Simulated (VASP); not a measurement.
Here is a VASP 6.6.1 calculation.

File INCAR:

```
ALGO = Normal ; EDIFF = 1E-7
ENCUT = 520 ; GGA = PS
ISIF = 2 ; ISMEAR = 0
LASPH = True ; LCHARG = False
LREAL = False ; LWAVE = False
NBANDS = 26 ; NELM = 100
PREC = Accurate ; SIGMA = 0.05
```

KPOINTS

```
k-points
0
Gamma
  12 12 4
```

POSCAR

```
ZnO
1.0
    3.3806343133      0.0000000000      0.0000000000
   -1.6903171566      2.9277151963      0.0000000000
    0.0000000000      0.0000000000      6.7448914332
Zn O
2 2
Direct
    0.0000000000      0.0000000000      0.7500000000
    0.0000000000      0.0000000000      0.2500000000
    0.3333333333      0.6666666667      0.2500000000
    0.6666666667      0.3333333333      0.7500000000
```

Potentials or basis: VASP PAW PBE potentials, release 64 (Zn, O).

Launch:

```sh
$ cat potpaw_PBE.64/Zn/POTCAR potpaw_PBE.64/O/POTCAR > POTCAR
$ mpirun -np 1 vasp_std > vasp.out
```

Question: Estimate the band gap on the k mesh.

Answer: 0.61 eV.

Question: Estimate the pressure.

Answer: -10.3 GPa.

Stress tensor (GPa, compression positive):
```
-14.97   0.00   0.00
  0.00 -14.97   0.00
  0.00   0.00  -0.95
```

Caveat: the stress differs along the axes, from -15 to -1 GPa; semilocal functionals underestimate gaps, and a narrow one can read as zero; the PAW data sets were made with another functional, which shifts forces and pressure a little. A k mesh can miss the band edges.
